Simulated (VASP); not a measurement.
A run of VASP 6.6.1 is set up as follows.

Contents of INCAR:

```
SYSTEM = ScInSbP3
PREC = Accurate ; ENCUT = 600
EDIFF = 1E-7 ; ISMEAR = 0
SIGMA = 0.1 ; LREAL = .False.
LASPH = .True. ; NELM = 100
ALGO = Fast ; ISIF = 3
LWAVE = .False. ; LCHARG = .False.
GGA = PE ; IBRION = 2
NSW = 90 ; EDIFFG = -0.04
```

The input KPOINTS:

```
Automatic mesh
0
Gamma
  6 6 4
  0 0 0
```

The input POSCAR:

```
ScInSbP3
1.0
    4.8486329685      0.0000000000      0.0000000000
   -2.4243164842      4.1990393243      0.0000000000
    0.0000000000      0.0000000000      7.1323528125
Sc In Sb P
1 1 1 3
Direct
    0.3333333333      0.6666666667      0.5000000000
    0.0000000000      0.0000000000      0.5000000000
    0.3333333333      0.6666666667      0.0000000000
    0.6666666667      0.3333333333      0.1684569911
    0.6666666667      0.3333333333      0.8315430089
    0.6666666667      0.3333333333      0.5000000000
```

Potentials or basis: VASP PAW PBE potentials, release 64 (Sc_sv, In_d, Sb, P).

Launch:

```console
$ cat potpaw_PBE.64/Sc_sv/POTCAR potpaw_PBE.64/In_d/POTCAR potpaw_PBE.64/Sb/POTCAR potpaw_PBE.64/P/POTCAR > POTCAR
$ mpirun -np 1 vasp_std > vasp.out
```

Problem. Predict the band gap on the k mesh.

Solution. Zero (bands 22 and 23 overlap by 1.38 eV).

Problem. Estimate the relaxed volume.

Solution. 24.12 Å³/atom.

Final structure:
```xyz
6
Lattice="4.9775 0.0000 0.0000 -2.4887 4.3106 0.0000 0.0000 0.0000 6.7451" Properties=species:S:1:pos:R:3 pbc="T T T"
Sc    0.0000    2.8738    3.3726
In    0.0000    0.0000    3.3726
Sb    0.0000    2.8738    6.7451
P     2.4887    1.4369    1.1345
P     2.4887    1.4369    5.6106
P     2.4887    1.4369    3.3726
```

Caveat: spin-orbit coupling is left out, which moves the levels of the heavy elements.
